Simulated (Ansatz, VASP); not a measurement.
# One calculation of Pd, two programs

```
Pd
1.0
     2.60544    0.00000    0.00000
     0.00000    2.60544    0.00000
     0.00000    0.00000    2.60544
Pd
1
Cartesian
  0.0000 0.0000 0.0000
```

Alike in both runs: task single point; functional LDA; k mesh 14 × 14 × 14; occupations fermi-dirac, width 0.1 eV; no spin polarisation.

|  | VASP | Ansatz |
| --- | --- | --- |
| version | VASP 6.6.1 | Ansatz 0.2.0 |
| potentials or method | VASP PAW LDA potentials, release 64 (Pd), cutoff 520 eV | plane waves (420 eV) with PAW, scalar-relativistic |
| valence electrons in the cell | 10 | 18 |

VASP gave:

| Property | Result |
| --- | --- |
| pressure (GPa) | -10.2 |

Q: Which values does Ansatz return?

A: Pressure (GPa): -10.3.

Ansatz warns that its potentials were made for another functional, while VASP's fit it. LDA's correlation is that of Perdew and Zunger in VASP and of Perdew and Wang (1992) in Ansatz. VASP's potentials hold 10 valence electrons a cell and Ansatz's 18, so a difference there can come from the potentials and not from the codes.
